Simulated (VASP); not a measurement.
## Al2Pt: vibrations by perturbation theory with PBE

Crystal: Al2Pt.

```
Al Pt
1.0
     0.00000    2.97311    2.97311
     2.97311    0.00000    2.97311
     2.97311    2.97311    0.00000
Al Pt
2 1
Direct
  0.25000 0.25000 0.25000
  0.75000 0.75000 0.75000
  0.00000 0.00000 0.00000
```

```
Program                : VASP 6.6.1
Task                   : vibrations by perturbation theory
Functional             : PBE
Potentials or basis    : VASP PAW PBE potentials, release 64 (Al, Pt)
Cutoff                 : 520 eV
k mesh                 : 10 × 10 × 10
Occupations            : gaussian, width 0.1 eV
Spin                   : no spin polarisation
Dipole correction      : no
Further INCAR settings : ALGO = Fast; EDIFF = 1e-08; IBRION = 8; NSW = 1
```

The highest phonon frequency at Γ, LO-TO splitting left out is 293 cm⁻¹.

Phonon frequencies in cm⁻¹ (negative: imaginary):
```
              q point                    frequencies
(0.000, 0.000, 0.000)  0 0 0 228 228 228 293 293 293
```

Run time: 6.7 min on 1 thread of AMD EPYC 7R13, with other jobs on the host, peak memory 0.36 GiB.
